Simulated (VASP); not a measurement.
**Os: electric field gradients with PBE**

Os:

```
Os
1.0
     2.70648    0.00000    0.00000
    -1.35324    2.34388    0.00000
     0.00000    0.00000    4.27606
Os
2
Direct
  0.33333 0.66667 0.25000
  0.66667 0.33333 0.75000
```

* Program: VASP 6.6.1
* Task: electric field gradients
* Functional: PBE
* Potentials or basis: VASP PAW PBE potentials, release 64 (Os)
* Cutoff: 520 eV
* k mesh: 17 × 17 × 10
* Occupations: fermi-dirac, width 0.08 eV
* Spin: no spin polarisation
* Dipole correction: no
* Further INCAR settings: ALGO = Normal; EDIFF = 1e-08; NBANDS = 15

* Pressure: 23.5 GPa
* Band gap on the k mesh: zero (bands 8 and 9 overlap by 4.12 eV)
* Largest electric field gradient by atom: Os -83.8 V/Å²

Stress tensor (GPa, compression positive):
```
23.27  0.00  0.00
 0.00 23.27  0.00
 0.00  0.00 23.94
```

Levels at points of the mesh, in eV from the Fermi level:
```
           k point  band 5  band 6  band 7  band 8  band 9  band 10  band 11  band 12
(0.00, 0.00, 0.00)   -2.98   -2.36   -2.36   -1.68   -1.68    -0.01     1.72     1.72
(0.00, 0.00, 0.50)   -3.45   -3.45   -3.45   -3.45    0.90     0.90     0.90     0.90
```

Electric field gradients, principal values (V/Å²):
| atom | least | middle | greatest (by size) |
| --- | --- | --- | --- |
| 1 Os | 41.889 | 41.889 | -83.778 |
| 2 Os | 41.889 | 41.889 | -83.778 |

Run time: 110 s on 1 thread of Intel Xeon 8259CL (shared host), peak memory 0.19 GiB.

Caveat: the cell stands under pressure; without QUAD_EFG the Cq values of the log hold for a quadrupole moment of 1 mb, not for the nuclei; spin-orbit coupling is left out, which moves the levels of the heavy elements.
